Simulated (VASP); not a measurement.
# Ga5Cu10Au (P1) in VASP: single point with PBEsol

Aim: the single point of Ga5Cu10Au with PBEsol.

Program: VASP 6.6.1. These are calculated values, not measurements. Logs are shortened: lines on timing, memory, paths and dates and some standing lists are left out, and cuts for length are marked.

### 1 The cell of the first run

The typed cell holds 16 atoms: a = 5.886 Å, b = 5.518 Å, c = 6.328 Å, α = 89.98°, β = 91.05°, γ = 89.99°.

### 2 Single point, PBEsol

The input, INCAR:

```
  ALGO = Normal
  EDIFF = 1E-6
  ENCUT = 520
  GGA = PS
  ISIF = 2
  ISMEAR = 0
  ISYM = 0
  LASPH = T
  LCHARG = F
  LREAL = Auto
  LWAVE = F
  NBANDS = 107
  NELM = 100
  PREC = Accurate
  SIGMA = 0.1
```

The input, KPOINTS:

```
Automatic mesh
0
Gamma
  2 2 2
  0.5 0.5 0.5
```

The input, POSCAR:

```
Ga5Cu10Au
1.0
    5.8852582286      0.0002653139     -0.0556606742
    0.0002653139      5.5183113939      0.0009710963
   -0.0556606742      0.0009710963      6.3280090455
Cu Ga Au
10 5 1
Direct
    0.9701851668      0.9962622861      0.0414297491
    0.5279216264     -0.0122159120      0.9700532311
    0.9700230958      0.5031260155      1.0412446230
    1.0336825320      0.9898782497      0.4563689218
    0.2851323087      0.2498366518      0.2132395345
    0.5282571699      0.5118387544      0.9698295961
    1.0334893011      0.5095984423      0.4564875739
    0.2286762655      0.2500086795      0.7992410979
    0.7046029107      0.7498346641      0.2870194134
    0.2130271881      0.7500820081      0.7825666368
    0.4502685229      0.0004448198      0.5346685344
    0.7233916360      0.2498026242      0.2603185739
    0.2736026955      0.7494671578      0.1993952615
    0.4503628419      0.4992838257      0.5347961357
    0.7986444572      0.7495560303      0.7295684320
    0.7884013669      0.2492724860      0.7206491309
```

Potentials or basis: VASP PAW PBE potentials, release 64 (Cu, Ga_d, Au).

Command:

```bash
$ cat potpaw_PBE.64/Cu/POTCAR potpaw_PBE.64/Ga_d/POTCAR potpaw_PBE.64/Au/POTCAR > POTCAR
$ mpirun -np 1 vasp_std > vasp.out
```

OUTCAR:

```text
EDIFF = 1E-6
   ENCUT = 520
   GGA = PS
   ISIF = 2
   ISMEAR = 0
   ISYM = 0
   LASPH = T
   LREAL = Auto
   NELM = 100
   PREC = Accurate

 ion  position               nearest neighbor table
   1  0.970  0.996  0.041-  13 2.44  12 2.46   5 2.55  10 2.58  15 2.59   8 2.59   9 2.61   2 2.63
                             4 2.65  16 2.67   3 2.72
   2  0.528  0.988  0.970-  13 2.48   8 2.51  10 2.55   5 2.57  15 2.58  12 2.59   9 2.60   6 2.63
                             1 2.63  16 2.65  11 2.79
   3  0.970  0.503  0.041-  13 2.44  12 2.46   5 2.55  10 2.58  15 2.59   8 2.59   9 2.61   6 2.63
                             7 2.65  16 2.67   1 2.72
   4  0.034  0.990  0.456-  11 2.49  13 2.55   9 2.57   5 2.59  15 2.60  12 2.62   1 2.65  16 2.65
                             7 2.65  10 2.65
   5  0.285  0.250  0.213-   3 2.55   1 2.55   2 2.57   6 2.57   4 2.59   7 2.59  12 2.59  11 2.63
                            14 2.63   8 2.63  13 2.76  13 2.76
   6  0.528  0.512  0.970-  13 2.48   8 2.51  10 2.55   5 2.57  15 2.58  12 2.59   9 2.60   2 2.63
                             3 2.63  16 2.65  14 2.78
   7  0.033  0.510  0.456-  14 2.49  13 2.55   9 2.56   5 2.59  15 2.60  12 2.62   3 2.65   4 2.65
                            16 2.65  10 2.66
   8  0.229  0.250  0.799-   2 2.51   6 2.51  14 2.54  11 2.55   3 2.59   1 2.59  16 2.63   5 2.63
                            10 2.76  10 2.76
   9  0.705  0.750  0.287-   7 2.56   4 2.57  13 2.59  14 2.59  11 2.59   2 2.60   6 2.60   1 2.61
                             3 2.61  12 2.77  12 2.77  15 2.84
  10  0.213  0.750  0.783-  15 2.46  11 2.53  14 2.53   2 2.55   6 2.55   1 2.58   3 2.58   4 2.65
                            13 2.66   7 2.66   8 2.76   8 2.76
  11  0.450  0.000  0.535-   4 2.49  10 2.53   8 2.55   9 2.59   5 2.63  16 2.67  13 2.72  15 2.75
                            14 2.75  12 2.76  14 2.77   2 2.79
  12  0.723  0.250  0.260-   3 2.46   1 2.46   6 2.59   2 2.59   5 2.59   7 2.62   4 2.62  11 2.76
                            14 2.76   9 2.77   9 2.77  16 2.93
  13  0.274  0.749  0.199-   1 2.44   3 2.44   2 2.48   6 2.48   7 2.55   4 2.55   9 2.59  10 2.66
                            14 2.72  11 2.72   5 2.76   5 2.76
  14  0.450  0.499  0.535-   7 2.49  10 2.53   8 2.54   9 2.59   5 2.63  16 2.68  13 2.72  15 2.75
                            11 2.75  12 2.76  11 2.77   6 2.78
  15  0.799  0.750  0.730-  10 2.46   6 2.58   2 2.58   3 2.59   1 2.59   7 2.60   4 2.60  14 2.75
                            11 2.75  16 2.76  16 2.76   9 2.84
  16  0.788  0.249  0.721-   8 2.63   2 2.65   4 2.65   6 2.65   7 2.65   1 2.67   3 2.67  11 2.67
                            14 2.68  15 2.76  15 2.76  12 2.93

IMPORTANT INFORMATION: All symmetrisations will be switched off!
NOSYMM: (Re-)initialisation of all symmetry stuff for point group C_1.

----------------------------------------------------------------------------------------

                                     Primitive cell

  volume of cell :     205.4957

  direct lattice vectors                    reciprocal lattice vectors
     5.885258229  0.000265314 -0.055660674     0.169930215 -0.000008433  0.001494694
     0.000265314  5.518311394  0.000971096    -0.000008433  0.181214860 -0.000027883
    -0.055660674  0.000971096  6.328009045     0.001494694 -0.000027883  0.158040738

  length of vectors
     5.885521438  5.518311486  6.328253909     0.169936789  0.181214863  0.158047809

  position of ions in fractional coordinates (direct lattice)
     0.970185167  0.996262286  0.041429749
     0.527921626  0.987784088  0.970053231
     0.970023096  0.503126016  0.041244623
     0.033682532  0.989878250  0.456368922
     0.285132309  0.249836652  0.213239534
     0.528257170  0.511838754  0.969829596
[... 8 lines left out ...]
     0.798644457  0.749556030  0.729568432
     0.788401367  0.249272486  0.720649131

  ion indices of the primitive-cell ions
   primitive index   ion index
                 1           1
                 2           2
                 3           3
                 4           4
                 5           5
                 6           6
[... 8 lines left out ...]
                15          15
                16          16

----------------------------------------------------------------------------------------

 KPOINTS: Automatic mesh

Automatic generation of k-mesh.
 Grid dimensions read from file:
 generate k-points for:    2    2    2

 Generating k-lattice:

  Cartesian coordinates                     Fractional coordinates (reciprocal lattice)
     0.084965108 -0.000004217  0.000747347     0.500000000 -0.000000000  0.000000000
    -0.000004217  0.090607430 -0.000013942     0.000000000  0.500000000  0.000000000
     0.000747347 -0.000013942  0.079020369     0.000000000  0.000000000  0.500000000

  Length of vectors
     0.084968395  0.090607431  0.079023904

  Shift w.r.t. Gamma in fractional coordinates (k-lattice)
     0.500000000  0.500000000  0.500000000

 Subroutine IBZKPT returns following result:
 ===========================================

 Found      4 irreducible k-points:

 Following reciprocal coordinates:
            Coordinates               Weight
  0.250000  0.250000  0.250000      2.000000
 -0.250000  0.250000  0.250000      2.000000
  0.250000 -0.250000  0.250000      2.000000
 -0.250000 -0.250000  0.250000      2.000000
   k-points           NKPTS =      4   k-points in BZ     NKDIM =      4   number of bands    NBANDS=    107
   number of dos      NEDOS =    301   number of ions     NIONS =     16
   total plane-waves  NPLWV =  96768
   dimension x,y,z NGX =    48 NGY =   42 NGZ =   48
   dimension x,y,z NGXF=    96 NGYF=   84 NGZF=   96
   ions per type =              10   5   1
   NGX,Y,Z   is equivalent  to a cutoff of  13.56, 12.65, 12.61 a.u.
   NGXF,Y,Z  is equivalent  to a cutoff of  27.12, 25.31, 25.22 a.u.
 SYSTEM =  unknown system
   PREC   = accura    normal or accurate (medium, high low for compatibility)
   ISTART =      0    job   : 0-new  1-cont  2-samecut
   ICHARG =      2    charge: 1-file 2-atom 10-const
   ISPIN  =      1    spin polarized calculation?
   LNONCOLLINEAR =      F non collinear calculations
   LSORBIT =      F    spin-orbit coupling
   LASPH  =      T    aspherical Exc in radial PAW
   ENCUT  =  520.0 eV  38.22 Ry    6.18 a.u.  10.94 10.26 11.77*2*pi/ulx,y,z
   NELM   =    100;   NELMIN=  2; NELMDL= -5     # of ELM steps
   EDIFF  = 0.1E-05   stopping-criterion for ELM
   LREAL  =      T    real-space projection
   EDIFFG = 0.1E-04   stopping-criterion for IOM
   NSW    =      0    number of steps for IOM
   IBRION =     -1    ionic relax: 0-MD 1-quasi-New 2-CG
   NFREE  =      0    steps in history (QN), initial steepest desc. (CG)
   ISIF   =      2    stress and relaxation
   ISYM   =      0    0-nonsym 1-usesym 2-fastsym
   POTIM  = 0.5000    time-step for ionic-motion
   TEBEG  =    0.0;   TEEND  =   0.0 temperature during run
   PSTRESS=    0.0 pullay stress
   NELECT =     186.0000    total number of electrons
   NUPDOWN=      -1.0000    fix difference up-down
   EMIN   =  10.00;   EMAX   =-10.00  energy-range for DOS
   EFERMI =   0.00;   METHOD = LEGACY
   ISMEAR =     0;   SIGMA  =   0.10  broadening in eV -4-tet -1-fermi 0-gaus
   EFERMI_NEDOS =   21; number of points for ismear=-14 and -15
   IALGO  =     38    algorithm
   IMIX   =      4    mixing-type and parameters
     AMIX     =   0.40;   BMIX     =  1.00
     AMIX_MAG =   1.60;   BMIX_MAG =  1.00
  volume/ion in A,a.u.               =      12.84        86.67
  Fermi-wavevector in a.u.,A,eV,Ry     =   1.583598  2.992566 34.120450  2.507782
  Thomas-Fermi vector in A             =   2.683344
   LORBIT       =      0    0 simple, 1 ext, 2 COOP (PROOUT), +10 PAW based schemes
   GGA     = PS    functional components
   LHFCALC =     F    Hartree Fock is set to
   AEXX    =    0.0000 exact exchange contribution
   IVDW    =     0    specifies the selected vdW correction
   LEPSILON=     F    determine dielectric tensor
   LRPA    =     F    only Hartree local field effects (RPA)
 non-spin polarized calculation
 Gauss-broadening in eV      SIGMA  =   0.10
  energy-cutoff  :      520.00
  volume of cell :      205.50
 maximum number of plane-waves:      5528
 NGX is ok and might be reduce to    48
   NGX = 21   NGY = 21   NGZ = 23

 number of electron     186.0000044 magnetization

 Free energy of the ion-electron system (eV)
  ---------------------------------------------------
  ext. energy  EPLUGINS =         0.00000000
  ---------------------------------------------------
  free energy    TOTEN  =       -64.74007578 eV

  energy without entropy =      -64.73946145  energy(sigma->0) =      -64.73976861

 E-fermi :   8.0128     XC(G=0): -12.8411

 val. band max:        7.7992145021   @ k =   0.2500  -0.2500   0.2500
 cond. band min:       8.2327584389   @ k =  -0.2500   0.2500   0.2500
 fundamental gap:      0.4335439368
 Fermi energy:         8.0127850341

 k-point     1 :       0.2500    0.2500    0.2500
  band No.  band energies     occupation
      1      -7.0175      2.00000
      2      -7.0056      2.00000
      3      -6.9840      2.00000
      4      -6.9706      2.00000
      5      -6.9555      2.00000
      6      -6.9455      2.00000
[... 97 lines left out ...]
    104      12.9671      0.00000
    105      13.3251      0.00000

 k-point     2 :      -0.2500    0.2500    0.2500
  band No.  band energies     occupation
      1      -7.0108      2.00000
      2      -7.0069      2.00000
      3      -6.9906      2.00000
      4      -6.9656      2.00000
      5      -6.9562      2.00000
      6      -6.9447      2.00000
[... 97 lines left out ...]
    104      13.0418      0.00000
    105      13.4156      0.00000

 k-point     3 :       0.2500   -0.2500    0.2500
  band No.  band energies     occupation
      1      -7.0175      2.00000
      2      -7.0056      2.00000
      3      -6.9840      2.00000
      4      -6.9706      2.00000
      5      -6.9555      2.00000
      6      -6.9455      2.00000
[... 97 lines left out ...]
    104      12.9678      0.00000
    105      13.3244      0.00000

 k-point     4 :      -0.2500   -0.2500    0.2500
  band No.  band energies     occupation
      1      -7.0108      2.00000
      2      -7.0069      2.00000
      3      -6.9906      2.00000
      4      -6.9656      2.00000
      5      -6.9562      2.00000
      6      -6.9447      2.00000
[... 97 lines left out ...]
    104      13.0417      0.00000
    105      13.4163      0.00000
 [bands above 105 left out]

------------------------ aborting loop because EDIFF is reached ----------------------------------------

  FORCE on cell =-STRESS in cart. coord.  units (eV):
  Direction    XX          YY          ZZ          XY          YZ          ZX
  --------------------------------------------------------------------------------------
  -------------------------------------------------------------------------------------
  Total        0.5824380      0.4176563      0.6254090      0.0041557     -0.0241206      0.0229300
  in kB        4.5410637      3.2563192      4.8760932      0.0324006     -0.1880601      0.1787772
  external PRESSURE =       4.2244921 kB  Pullay stress =       0.0000000 kB

 VOLUME and BASIS-vectors are now :
 -----------------------------------------------------------------------------
  energy-cutoff  :      520.00
  volume of cell :      205.50
      direct lattice vectors                 reciprocal lattice vectors
     5.885258229  0.000265314 -0.055660674     0.169930215 -0.000008433  0.001494694
     0.000265314  5.518311394  0.000971096    -0.000008433  0.181214860 -0.000027883
    -0.055660674  0.000971096  6.328009045     0.001494694 -0.000027883  0.158040738

 POSITION                                       TOTAL-FORCE (eV/Angst)
 -----------------------------------------------------------------------------------
      5.70775      5.49798      0.20913         0.001515      0.004833     -0.017639
      3.05322      5.45198      6.11008         0.006634      0.006058     -0.010254
      5.70667      2.77670      0.20749         0.003349     -0.002518     -0.017000
      0.17309      5.46291      2.88699        -0.009401      0.003932      0.012075
      1.66627      1.37896      1.33375         0.003959      0.001713      0.000084
      3.05508      2.82557      6.10818         0.001159     -0.008081     -0.011104
[... 8 lines left out ...]
      4.65982      4.13720      4.57299        -0.013287      0.003080     -0.009351
      4.59990      1.37647      4.51663         0.000599      0.007404      0.010416
 -----------------------------------------------------------------------------------
    total drift:                               -0.000993      0.000188      0.002845

  FREE ENERGIE OF THE ION-ELECTRON SYSTEM (eV)
  ---------------------------------------------------
  free  energy   TOTEN  =       -64.7400757789 eV

  energy  without entropy=      -64.7394614499  energy(sigma->0) =      -64.73976861
```

Wall time 1.8 min (1 thread of Intel Xeon 6975P-C (Granite Rapids), shared host); peak memory 0.33 GiB.

Results:

| Item | Value |
| --- | --- |
| Free energy | -64.7401 eV |
| Pressure | 0.4 GPa |
| Largest force | 0.023 eV/Å |
| Band gap on the k mesh | 0.43 eV (least direct gap 0.45 eV) |

Forces on the atoms (eV/Å):
```
Cu   0.002  0.005 -0.018
Cu   0.007  0.006 -0.010
Cu   0.003 -0.003 -0.017
Cu  -0.009  0.004  0.012
Cu   0.004  0.002  0.000
Cu   0.001 -0.008 -0.011
Cu  -0.004 -0.007  0.013
Cu  -0.008 -0.002 -0.009
Cu   0.000 -0.001  0.001
Cu  -0.003 -0.005 -0.003
Ga   0.011  0.000  0.002
Ga  -0.010 -0.002  0.020
Ga   0.011  0.002  0.015
Ga   0.009  0.000  0.003
Ga  -0.013  0.003 -0.009
Au   0.001  0.007  0.010
```

Caveat: the k points lie up to 0.57 Å⁻¹ apart; the PAW data sets were made with another functional, which shifts forces and pressure a little; spin-orbit coupling is left out, which moves the levels of the heavy elements; a shifted mesh leaves out Γ, where band edges can lie. A k mesh can miss the band edges.
